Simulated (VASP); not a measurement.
# B2Te (P4/mmm) in VASP: further runs

Runs on B2Te. Level: PBE. Tasks: single point, relaxation of cell and atoms.

All numbers are computed with VASP 6.6.1; they aren't measurements. Logs are shortened: lines on timing, memory, paths and dates and some standing lists are left out, and cuts for length are marked.

### Step 1. The cell of the first run

It takes space group P4/mmm (No. 123, tetragonal). Conventional cell: a = 4.560 Å, b = 4.560 Å, c = 2.130 Å, α = 90.00°, β = 90.00°, γ = 90.00°. Within 2.8 Å of B (site symmetry mmm) lie 2 B at 2.13 Å and 2 Te at 2.28 Å. Within 2.8 Å of Te (site symmetry 4/mmm) lie 2 Te at 2.13 Å and 4 B at 2.28 Å.

The cell was generated, and may not be a known phase.

### Step 2. Single point, PBE

Contents of INCAR:

```
ALGO     = Normal         # electronic algorithm
EDIFF    = 1E-6           # SCF threshold, eV
ENCUT    = 520            # plane-wave cutoff, eV
GGA      = PE             # functional
ISIF     = 2              # what is computed and relaxed
ISMEAR   = 0              # smearing method
LASPH    = T              # aspherical terms in the spheres
LCHARG   = T              # write CHGCAR
LELF     = T              # ELF
LREAL    = F              # projectors in reciprocal space
LVHAR    = T            
LWAVE    = F              # write WAVECAR
NBANDS   = 13             # bands
NELM     = 100            # most SCF steps
PREC     = Accurate       # precision mode
SIGMA    = 0.1            # smearing width, eV
```

Contents of KPOINTS:

```
k-points
0
Gamma
  4 4 8
```

Contents of POSCAR:

```
B2Te
1.0
    4.5599579000      0.0000000000      0.0000000000
    0.0000000000      4.5599579000      0.0000000000
    0.0000000000      0.0000000000      2.1302280700
B Te
2 1
Direct
    0.0000000000      0.5000000000      0.0000000000
    0.5000000000      0.0000000000      0.0000000000
    0.0000000000      0.0000000000      0.0000000000
```

Potentials or basis: VASP PAW PBE potentials, release 64 (B, Te).

On the command line:

```sh
$ cat potpaw_PBE.64/B/POTCAR potpaw_PBE.64/Te/POTCAR > POTCAR
$ mpirun -np 1 vasp_std > vasp.out
```

OUTCAR:

```text
EDIFF = 1E-6
   ENCUT = 520
   GGA = PE
   ISIF = 2
   ISMEAR = 0
   LASPH = T
   LREAL = F
   NELM = 100
   PREC = Accurate

 ion  position               nearest neighbor table
   1  0.000  0.500  0.000-   3 2.28   3 2.28
   2  0.500  0.000  0.000-   3 2.28   3 2.28
   3  0.000  0.000  0.000-   1 2.28   2 2.28   1 2.28   2 2.28

  LATTYP: Found a simple tetragonal cell.
 ALAT       =     4.5599579000
 C/A-ratio  =     0.4671595915

  Lattice vectors:

 A1 = (   4.5599579000,   0.0000000000,   0.0000000000)
 A2 = (   0.0000000000,   4.5599579000,   0.0000000000)
 A3 = (   0.0000000000,   0.0000000000,   2.1302280700)

Analysis of symmetry for initial positions (statically):
=====================================================================
 Subroutine PRICEL returns:
 Original cell was already a primitive cell.

 Routine SETGRP: Setting up the symmetry group for a
 simple tetragonal supercell.

 Subroutine GETGRP returns: Found 16 space group operations
 (whereof 16 operations were pure point group operations)
 out of a pool of 16 trial point group operations.

The static configuration has the point symmetry D_4h.

Analysis of symmetry for dynamics (positions and initial velocities):
=====================================================================
 Subroutine PRICEL returns:
 Original cell was already a primitive cell.

 Routine SETGRP: Setting up the symmetry group for a
 simple tetragonal supercell.

 Subroutine GETGRP returns: Found 16 space group operations
 (whereof 16 operations were pure point group operations)
 out of a pool of 16 trial point group operations.

The dynamic configuration has the point symmetry D_4h.

 Subroutine INISYM returns: Found 16 space group operations
 (whereof 16 operations are pure point group operations),
 and found     1 'primitive' translations

----------------------------------------------------------------------------------------

                                     Primitive cell

  volume of cell :      44.2943

  direct lattice vectors                    reciprocal lattice vectors
     4.559957900  0.000000000  0.000000000     0.219300270  0.000000000  0.000000000
     0.000000000  4.559957900  0.000000000     0.000000000  0.219300270  0.000000000
     0.000000000  0.000000000  2.130228070     0.000000000  0.000000000  0.469433303

  length of vectors
     4.559957900  4.559957900  2.130228070     0.219300270  0.219300270  0.469433303

  position of ions in fractional coordinates (direct lattice)
     0.000000000  0.500000000  0.000000000
     0.500000000  0.000000000  0.000000000
     0.000000000  0.000000000  0.000000000

  ion indices of the primitive-cell ions
   primitive index   ion index
                 1           1
                 2           2
                 3           3

----------------------------------------------------------------------------------------

 KPOINTS: k-points

Automatic generation of k-mesh.
 Grid dimensions read from file:
 generate k-points for:    4    4    8

 Generating k-lattice:

  Cartesian coordinates                     Fractional coordinates (reciprocal lattice)
     0.054825068  0.000000000  0.000000000     0.250000000  0.000000000  0.000000000
     0.000000000  0.054825068  0.000000000     0.000000000  0.250000000  0.000000000
     0.000000000  0.000000000  0.058679163     0.000000000  0.000000000  0.125000000

  Length of vectors
     0.054825068  0.054825068  0.058679163

  Shift w.r.t. Gamma in fractional coordinates (k-lattice)
     0.000000000  0.000000000  0.000000000

 Subroutine IBZKPT returns following result:
 ===========================================

 Found     30 irreducible k-points:

 Following reciprocal coordinates:
            Coordinates               Weight
  0.000000  0.000000  0.000000      1.000000
  0.250000  0.000000  0.000000      4.000000
  0.500000  0.000000  0.000000      2.000000
  0.250000  0.250000  0.000000      4.000000
  0.500000  0.250000  0.000000      4.000000
  0.500000  0.500000  0.000000      1.000000
[... 16 lines left out ...]
  0.500000  0.250000  0.375000      8.000000
  0.500000  0.500000  0.375000      2.000000
 [... further k-points ...]
   k-points           NKPTS =     30   k-points in BZ     NKDIM =     30   number of bands    NBANDS=     13
   number of dos      NEDOS =    301   number of ions     NIONS =      3
   total plane-waves  NPLWV =  20736
   dimension x,y,z NGX =    36 NGY =   36 NGZ =   16
   dimension x,y,z NGXF=    72 NGYF=   72 NGZF=   32
   ions per type =               2   1
   NGX,Y,Z   is equivalent  to a cutoff of  13.12, 13.12, 12.49 a.u.
   NGXF,Y,Z  is equivalent  to a cutoff of  26.25, 26.25, 24.97 a.u.
 SYSTEM =  unknown system
   PREC   = accura    normal or accurate (medium, high low for compatibility)
   ISTART =      0    job   : 0-new  1-cont  2-samecut
   ICHARG =      2    charge: 1-file 2-atom 10-const
   ISPIN  =      1    spin polarized calculation?
[... 26 lines left out ...]
  volume/ion in A,a.u.               =      14.76        99.64
  Fermi-wavevector in a.u.,A,eV,Ry     =   1.059301  2.001788 15.267346  1.122118
  Thomas-Fermi vector in A             =   2.194641
   LORBIT       =      0    0 simple, 1 ext, 2 COOP (PROOUT), +10 PAW based schemes
   GGA     = PE    functional components
   LHFCALC =     F    Hartree Fock is set to
   AEXX    =    0.0000 exact exchange contribution
   IVDW    =     0    specifies the selected vdW correction
   LEPSILON=     F    determine dielectric tensor
   LRPA    =     F    only Hartree local field effects (RPA)
 non-spin polarized calculation
 Gauss-broadening in eV      SIGMA  =   0.10
  energy-cutoff  :      520.00
  volume of cell :       44.29
 maximum number of plane-waves:      1208
 NGX is ok and might be reduce to    36
   NGX = 17   NGY = 17   NGZ =  7

 number of electron      12.0000001 magnetization

 Free energy of the ion-electron system (eV)
  ---------------------------------------------------
  ext. energy  EPLUGINS =         0.00000000
  ---------------------------------------------------
  free energy    TOTEN  =        -5.66364105 eV

  energy without entropy =       -5.64864562  energy(sigma->0) =       -5.65614333

 E-fermi :   7.5738     XC(G=0): -10.2781

 val. band max:        7.5679421323   @ k =   0.5000   0.2500   0.1250
 cond. band min:       7.5889403962   @ k =   0.5000   0.0000   0.2500
 fundamental gap:      0.0209982639
 Fermi energy:         7.5737622495

 k-point     1 :       0.0000    0.0000    0.0000
  band No.  band energies     occupation
      1     -11.3544      2.00000
      2      -1.6816      2.00000
      3      -1.6816      2.00000
      4      -0.1431      2.00000
      5       0.9121      2.00000
      6       7.3244      1.99958
      7       7.3244      1.99958
      8      11.9310      0.00000
      9      13.7408      0.00000
     10      14.4033      0.00000
     11      14.4033      0.00000
     12      17.8319      0.00000
     13      19.0463      0.00000

 k-point     2 :       0.2500    0.0000    0.0000
  band No.  band energies     occupation
      1     -11.2701      2.00000
      2      -3.2077      2.00000
      3      -1.5914      2.00000
      4       0.3395      2.00000
      5       3.1102      2.00000
      6       6.4810      2.00000
      7       6.8668      2.00000
      8      11.7711      0.00000
      9      13.3929      0.00000
     10      14.7319      0.00000
     11      15.0776      0.00000
     12      18.0418      0.00000
     13      18.9745      0.00000

 k-point     3 :       0.5000    0.0000    0.0000
  band No.  band energies     occupation
      1     -11.1800      2.00000
      2      -4.0172      2.00000
      3      -1.4955      2.00000
      4       0.4378      2.00000
      5       5.8542      2.00000
      6       6.1333      2.00000
      7       7.4084      1.98062
      8       7.5195      1.55678
      9      14.0449      0.00000
     10      16.6613      0.00000
     11      16.9164      0.00000
     12      18.3395      0.00000
     13      18.8260      0.00000
[... 305 lines left out ...]
 k-point    23 :       0.5000    0.2500    0.3750
  band No.  band energies     occupation
      1      -6.3684      2.00000
      2       0.3426      2.00000
      3       1.1953      2.00000
      4       2.8609      2.00000
      5       5.9293      2.00000
      6       6.8270      2.00000
      7       8.1442      0.00000
      8       9.0760      0.00000
      9      11.4862      0.00000
     10      12.3410      0.00000
     11      13.0557      0.00000
     12      15.2193      0.00000
     13      16.7969      0.00000

 k-point    24 :       0.5000    0.5000    0.3750
  band No.  band energies     occupation
      1      -6.2709      2.00000
      2       0.4218      2.00000
      3       0.4218      2.00000
      4       2.9893      2.00000
      5       6.9382      2.00000
      6       6.9382      2.00000
      7       7.4193      1.97110
      8       9.3168      0.00000
      9      12.3643      0.00000
     10      12.8332      0.00000
     11      12.8332      0.00000
     12      13.9223      0.00000
     13      16.3502      0.00000

 [... further k-points ...]
[... 5 lines left out ...]
  --------------------------------------------------------------------------------------
  -------------------------------------------------------------------------------------
  Total        4.3476266      4.3476266     34.2708748      0.0000000      0.0000000      0.0000000
  in kB      157.2588326    157.2588326   1239.6183690      0.0000000      0.0000000      0.0000000
  external PRESSURE =     518.0453447 kB  Pullay stress =       0.0000000 kB

 VOLUME and BASIS-vectors are now :
 -----------------------------------------------------------------------------
  energy-cutoff  :      520.00
  volume of cell :       44.29
      direct lattice vectors                 reciprocal lattice vectors
     4.559957900  0.000000000  0.000000000     0.219300270  0.000000000  0.000000000
     0.000000000  4.559957900  0.000000000     0.000000000  0.219300270  0.000000000
     0.000000000  0.000000000  2.130228070     0.000000000  0.000000000  0.469433303

 POSITION                                       TOTAL-FORCE (eV/Angst)
 -----------------------------------------------------------------------------------
      0.00000      2.27998      0.00000         0.000000      0.000000      0.000000
      2.27998      0.00000      0.00000         0.000000      0.000000      0.000000
      0.00000      0.00000      0.00000         0.000000      0.000000      0.000000
 -----------------------------------------------------------------------------------
    total drift:                               -0.000000      0.000000     -0.000000

  FREE ENERGIE OF THE ION-ELECTRON SYSTEM (eV)
  ---------------------------------------------------
  free  energy   TOTEN  =        -5.6636410500 eV

  energy  without entropy=       -5.6486456187  energy(sigma->0) =       -5.65614333
```

Run time: 6.1 s. Hardware: 1 thread of AMD EPYC 9R45 (Zen 5), shared host; peak memory 0.13 GiB.

Results:

```yaml
Free_energy: -5.6636 eV
Pressure: 51.8 GPa
Band_gap_on_the_k_mesh: zero (bands 6 and 7 overlap by 1.67 eV)
```

Caveat: the k points lie up to 0.37 Å⁻¹ apart, too coarse for converged energies and pressures of a metal; spin-orbit coupling is left out, which moves the levels of the heavy elements.

### Step 3. Single point, PBE

This run uses another cell than the first one, of 19.70 Å³/atom.

Contents of INCAR:

```
ALGO = Normal ; EDIFF = 1E-6
ENCUT = 520 ; GGA = PE
ISIF = 2 ; ISMEAR = 0
LASPH = True ; LCHARG = True
LELF = True ; LREAL = False
LVHAR = True ; LWAVE = False
NBANDS = 13 ; NELM = 80
PREC = Accurate ; SIGMA = 0.1
```

KPOINTS is that of step 2.

Contents of POSCAR:

```
B2Te
1.0
    4.6710049325      0.0000000000      0.0000000000
    0.0000000000      4.6710049325      0.0000000000
    0.0000000000      0.0000000000      2.7086304821
B Te
2 1
Direct
    0.0000000000      0.5000000000      0.0000000000
    0.5000000000      0.0000000000      0.0000000000
    0.0000000000      0.0000000000      0.0000000000
```

Potentials or basis: VASP PAW PBE potentials, release 64 (B, Te).

On the command line:

```sh
$ cat potpaw_PBE.64/B/POTCAR potpaw_PBE.64/Te/POTCAR > POTCAR
$ mpirun -np 1 vasp_std > vasp.out
```

Wall time 8.3 s (1 thread of AMD EPYC 9R45 (Zen 5), shared host); peak memory 0.14 GiB.

Results (log left out):

* Free energy: -9.3753 eV
* Pressure: 0.2 GPa
* Band gap on the k mesh: zero (bands 6 and 7 overlap by 2.87 eV)

Stress tensor (GPa, compression positive):
```
0.19 0.00 0.00
0.00 0.19 0.00
0.00 0.00 0.07
```

Levels at points of the mesh, in eV from the Fermi level:
| k point | band 4 | band 5 | band 6 | band 7 | band 8 | band 9 |
| --- | --- | --- | --- | --- | --- | --- |
| (0.00, 0.00, 0.00) | -5.90 | -4.75 | 0.95 | 0.95 | 3.32 | 5.72 |
| (0.50, 0.00, 0.00) | -5.26 | -0.38 | -0.11 | 1.24 | 2.14 | 3.96 |
| (0.50, 0.50, 0.00) | -2.68 | 0.14 | 2.04 | 2.04 | 2.31 | 2.74 |
| (0.00, 0.00, 0.50) | -4.33 | -3.01 | -0.99 | -0.83 | -0.37 | 2.63 |
| (0.50, 0.00, 0.50) | -4.13 | -2.31 | -2.13 | -0.58 | 1.72 | 2.02 |
| (0.50, 0.50, 0.50) | -6.21 | -2.19 | -2.19 | -0.13 | 1.56 | 4.04 |

Caveat: spin-orbit coupling is left out, which moves the levels of the heavy elements.

### Step 4. Single point, PBE

This run uses another cell than the first one, of 19.84 Å³/atom.

Contents of INCAR:

```
ALGO     = Normal         # electronic algorithm
EDIFF    = 1E-6           # SCF threshold, eV
ENCUT    = 520            # plane-wave cutoff, eV
GGA      = PE             # functional
ISIF     = 2              # what is computed and relaxed
ISMEAR   = 0              # smearing method
LASPH    = T              # aspherical terms in the spheres
LCHARG   = F              # write CHGCAR
LREAL    = F              # projectors in reciprocal space
LWAVE    = F              # write WAVECAR
NBANDS   = 13             # bands
NELM     = 60             # most SCF steps
PREC     = Accurate       # precision mode
SIGMA    = 0.1            # smearing width, eV
```

Contents of KPOINTS:

```
k-points
0
Gamma
  10 10 16
```

Contents of POSCAR:

```
B2Te
1.0
    4.6527072311      0.0000000000      0.0000000000
    0.0000000000      4.6527072311      0.0000000000
    0.0000000000      0.0000000000      2.7492416737
B Te
2 1
Direct
    0.0000000000      0.5000000000      0.0000000000
    0.5000000000      0.0000000000      0.0000000000
    0.0000000000      0.0000000000      0.0000000000
```

On the command line:

```sh
$ cat potpaw_PBE.64/B/POTCAR potpaw_PBE.64/Te/POTCAR > POTCAR
$ mpirun -np 1 vasp_std > vasp.out
```

Run time: 38 s. Hardware: 1 thread of AMD EPYC 9R45 (Zen 5), shared host; peak memory 0.24 GiB.

It converged, with:

- Free energy: -9.2043 eV
- Pressure: 0.1 GPa
- Band gap on the k mesh: zero (bands 6 and 7 overlap by 3.28 eV)

Stress tensor (GPa, compression positive):
```
0.18 0.00 0.00
0.00 0.18 0.00
0.00 0.00 0.03
```

Levels at points of the mesh, in eV from the Fermi level:
```
           k point  band 3  band 4  band 5  band 6  band 7  band 8  band 9  band 10
(0.00, 0.00, 0.00)   -6.48   -5.75   -4.52    1.06    1.06    3.02    5.53     6.06
(0.50, 0.00, 0.00)   -6.25   -5.08   -0.29   -0.01    1.43    2.42    3.68     5.11
(0.50, 0.50, 0.00)   -8.89   -2.62    0.28    2.35    2.35    2.53    2.86     5.13
(0.00, 0.00, 0.50)   -4.36   -4.36   -3.05   -0.84   -0.83   -0.13    2.62     2.62
(0.50, 0.00, 0.50)   -6.45   -4.15   -2.19   -2.16   -0.38    1.68    1.99     3.81
(0.50, 0.50, 0.50)   -6.27   -6.27   -2.05   -2.05   -0.21    1.58    4.06     5.33
```

Caveat: spin-orbit coupling is left out, which moves the levels of the heavy elements.

### Step 5. Relaxation of cell and atoms, PBE

This run uses another cell than the first one, of 19.70 Å³/atom.

Contents of INCAR:

```
SYSTEM = B2Te
ALGO = Normal
EDIFF = 1E-6
EDIFFG = -0.01
ENCUT = 600
GGA = PE
IBRION = 2
ISIF = 3
ISMEAR = 0
LASPH = .True.
LCHARG = .False.
LREAL = .False.
LWAVE = .False.
NELM = 100
NSW = 100
PREC = Accurate
SIGMA = 0.1
```

Contents of KPOINTS:

```
k-points
0
Gamma
  10 10 16
  0 0 0
```

Contents of POSCAR:

```
B2Te
1.0
    4.6710049325      0.0000000000      0.0000000000
    0.0000000000      4.6710049325      0.0000000000
    0.0000000000      0.0000000000      2.7086304821
B Te
2 1
Direct
    0.0000000000      0.5000000000      0.0000000000
    0.5000000000      0.0000000000      0.0000000000
    0.0000000000      0.0000000000      0.0000000000
```

On the command line:

```sh
$ cat potpaw_PBE.64/B/POTCAR potpaw_PBE.64/Te/POTCAR > POTCAR
$ mpirun -np 1 vasp_std > vasp.out
```

It took 2.1 min on 1 thread of AMD EPYC 9R45 (Zen 5), shared host; peak memory 0.28 GiB.

The run converged. Its results:

- Free energy: -9.2049 eV
- Relaxed volume: 19.88 Å³/atom
- Relaxed cell: a = 4.658 Å, b = 4.658 Å, c = 2.749 Å, α = 90.00°, β = 90.00°, γ = 90.00°
- Space group after relaxing (to 0.1 Å): P4/mmm (No. 123)
- Energy gained by relaxing: 1.8 meV/atom
- Ionic steps: 6
- Pressure after relaxing: 0.0 GPa
- Band gap on the k mesh: zero (bands 6 and 7 overlap by 3.25 eV)

The path:
```csv
step,energy change (eV),largest force (eV/Å),pressure (GPa),volume (Å³)
1,0.0000,0.0000,0.62,59.10
2,-0.0045,0.0000,-0.07,59.75
3,-0.0048,0.0000,-0.29,59.97
4,-0.0053,0.0000,-0.08,59.72
5,-0.0053,0.0000,-0.07,59.71
6,-0.0054,0.0000,0.01,59.64
```

Final structure:
```
CELL_PARAMETERS angstrom
4.65763 0.00000 0.00000
0.00000 4.65763 0.00000
0.00000 0.00000 2.74910
ATOMIC_POSITIONS crystal
B 0.00000 0.50000 0.00000
B 0.50000 0.00000 0.00000
Te 0.00000 0.00000 0.00000
```

Levels at points of the mesh, in eV from the Fermi level:
```
           k point  band 2  band 3  band 4  band 5  band 6  band 7  band 8  band 9  band 10
(0.00, 0.00, 0.00)   -6.47   -6.47   -5.75   -4.54    1.05    1.05    3.04    5.53     6.05
(0.50, 0.00, 0.00)   -9.07   -6.25   -5.09   -0.28   -0.01    1.42    2.40    3.69     5.11
(0.50, 0.50, 0.00)   -8.88   -8.88   -2.61    0.27    2.32    2.32    2.51    2.85     5.14
(0.00, 0.00, 0.50)   -7.50   -4.34   -4.34   -3.05   -0.85   -0.83   -0.14    2.62     2.62
(0.50, 0.00, 0.50)   -7.16   -6.43   -4.14   -2.18   -2.16   -0.38    1.68    1.99     3.79
(0.50, 0.50, 0.50)   -6.80   -6.26   -6.26   -2.05   -2.05   -0.20    1.58    4.05     5.30
```

Caveat: spin-orbit coupling is left out, which moves the levels of the heavy elements.

### Step 6. The runs side by side

| task | cell | k mesh | cutoff (eV) | gap on the mesh (eV) | pressure (GPa) |
| --- | --- | --- | --- | --- | --- |
| single point | a = 4.560, b = 4.560, c = 2.130 Å, 3 atoms | 4 × 4 × 8 | 520 | none | 51.8 |
| single point | a = 4.671, b = 4.671, c = 2.709 Å, 3 atoms | 4 × 4 × 8 | 520 | none | 0.2 |
| single point | a = 4.653, b = 4.653, c = 2.749 Å, 3 atoms | 10 × 10 × 16 | 520 | none | 0.1 |
| relaxation of cell and atoms | relaxed from a = 4.671, b = 4.671, c = 2.709 Å, 3 atoms | 10 × 10 × 16 | 600 | none | 0.0 |

Alike in all rows: level PBE; potentials or basis VASP PAW PBE potentials, release 64 (B, Te); no spin polarisation; smearing gaussian 0.1 eV.

Caveats: some runs use coarse meshes; spin-orbit coupling is left out, which moves the levels of the heavy elements.

Absolute energies hang on the potentials; compare differences alone.

The gap in the log of VASP goes by the Fermi energy; the results here count the filled bands.